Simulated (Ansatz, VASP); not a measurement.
**InCuO in VASP and in Ansatz**

```xyz
3
Lattice="2.8988 0.0000 0.0000 0.0000 2.8988 0.0000 0.0000 0.0000 6.3978" Properties=species:S:1:pos:R:3 pbc="T T T"
In    0.0000    0.0000    0.0000
Cu    1.4494    1.4494    3.1989
O     0.0000    0.0000    3.1989
```

Alike in both runs: task relaxation of cell and atoms; functional PBE; k mesh 6 × 6 × 4; occupations gaussian, width 0.1 eV; collinear spin.

```csv
,VASP,Ansatz
version,VASP 6.6.1,Ansatz 0.2.0
potentials or method,"VASP PAW PBE potentials, release 64 (In_d, Cu, O), cutoff 600 eV","scalar-relativistic, plane waves, PAW"
valence electrons in the cell,30,38
```

|  | VASP | Ansatz | Ansatz less VASP |
| --- | --- | --- | --- |
| gap on the k mesh at the Fermi level, each at its own relaxed structure (eV) | none | none | - |
| net moment per atom (μB) | 0.00 | 0.00 | 0.000 |
| relaxed volume (Å³/atom) | 15.43 | 15.45 | +0.018 |
| relaxed cell length with the largest relative difference (Å) | 5.368 | 5.377 | +0.0082 |

A gap of «none» marks a metal or a gap that the smearing closes. VASP's potentials hold 30 valence electrons a cell and Ansatz's 38, so a difference there can come from the potentials and not from the codes. Ansatz's warnings: seeded moment not kept.

The k mesh is coarse, so the values compare programs but aren't converged.
